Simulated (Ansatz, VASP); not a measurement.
**TeO in VASP and in Ansatz**

```xyz
8
Lattice="0.0000 4.9978 4.9978 4.9978 0.0000 4.9978 4.9978 4.9978 0.0000" Properties=species:S:1:pos:R:3 pbc="T T T"
Te    6.2473    6.2473    6.2473
Te    3.7483    3.7483    6.2473
Te    3.7483    6.2473    3.7483
Te    6.2473    3.7483    3.7483
O     2.4989    2.4989    2.4989
O     4.9978    4.9978    4.9978
O     0.0000    0.0000    0.0000
O     7.4967    7.4967    7.4967
```

Alike in both runs: functional PBE; k mesh 3 × 3 × 3; occupations gaussian, width 0.2 eV; no spin polarisation.

Ansatz relaxed the structure, and its values are those at the end. VASP's run is a single point on that final structure, the one shown.

```csv
,VASP,Ansatz
version,VASP 6.6.1,Ansatz 0.2.0
potentials or method,"VASP PAW PBE potentials, release 64 (Te, O), cutoff 600 eV","scalar-relativistic, plane waves, PAW"
valence electrons in the cell,48,88
```

```csv
,VASP,Ansatz,Ansatz less VASP
gap on the k mesh at the Fermi level (eV),none,none,-
pressure (GPa),0.0,0.3,+0.27
```

A gap of «none» marks a metal or a gap that the smearing closes. VASP's potentials hold 48 valence electrons a cell and Ansatz's 88, so a difference there can come from the potentials and not from the codes.

The k mesh is coarse, so the values compare programs but aren't converged. Spin-orbit coupling is off throughout.
